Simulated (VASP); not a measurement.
A run of VASP 6.6.1:

File POSCAR:

```
NaF
1.0
    0.0000000000      2.3426106400      2.3426106400
    2.3426106400      0.0000000000      2.3426106400
    2.3426106400      2.3426106400      0.0000000000
Na F
1 1
Direct
    0.0000000000      0.0000000000      0.0000000000
    0.5000000000      0.5000000000      0.5000000000
```

File INCAR.step1:

```
PREC = Accurate ; ENCUT = 520
ISMEAR = -1 ; SIGMA = 0.02
LREAL = F ; LASPH = T
NELM = 80 ; GGA = PE
ALGO = Normal ; EDIFF = 1E-4
LWAVE = T ; LCHARG = F
```

File INCAR.step2:

```
PREC = Accurate ; ENCUT = 520
EDIFF = 1E-6 ; ISMEAR = -1
SIGMA = 0.02 ; LREAL = F
LASPH = T ; NELM = 80
ALGO = Normal ; ISIF = 2
LWAVE = F ; LCHARG = F
METAGGA = R2SCAN ; LMIXTAU = T
IBRION = 2 ; NSW = 50
EDIFFG = -0.01 ; ISTART = 1
```

File KPOINTS:

```
Automatic mesh
0
Gamma
  10 10 10
```

Potentials or basis: VASP PAW PBE potentials, release 64 (Na_pv, F).

Run with:

```console
$ cat potpaw_PBE.64/Na_pv/POTCAR potpaw_PBE.64/F/POTCAR > POTCAR
$ cp INCAR.step1 INCAR
$ mpirun -np 1 vasp_std > vasp.out
$ cp INCAR.step2 INCAR
$ mpirun -np 1 vasp_std > vasp.out
```

Hardware: 1 thread of Oxide Virtual Turin-like Processor, with other jobs on the host.

Problem. Estimate the wall time of this run.

Solution. It took 86 s on 1 thread of Oxide Virtual Turin-like Processor (shared host), peak memory 0.13 GiB. Counts: k points 47, ion steps 1.
